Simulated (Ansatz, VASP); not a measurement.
Os in VASP and in Ansatz

```
Os
1.0
     0.00000    1.94500    1.94500
     1.94500    0.00000    1.94500
     1.94500    1.94500    0.00000
Os
1
Direct
  0.00000 0.00000 0.00000
```

Alike in both runs: task single point; functional LDA; k mesh 12 × 12 × 12; occupations tetrahedron; no spin polarisation.

|  | VASP | Ansatz |
| --- | --- | --- |
| version | VASP 6.6.1 | Ansatz 0.2.0 |
| potentials or method | VASP PAW LDA potentials, release 64 (Os) | JTH PAW LDA |
| plane-wave cutoff (eV) | 600 | 600 |
| valence electrons in the cell | 8 | 8 |

```tsv
	VASP	Ansatz	Ansatz less VASP
gap on the k mesh at the Fermi level (eV)	none	none	-
pressure (GPa)	-24.9	-25.7	-0.76
```

LDA's correlation is that of Perdew and Zunger in VASP and of Perdew and Wang (1992) in Ansatz. A gap of «none» marks a metal or a gap that the smearing closes.

Spin-orbit coupling is off throughout.
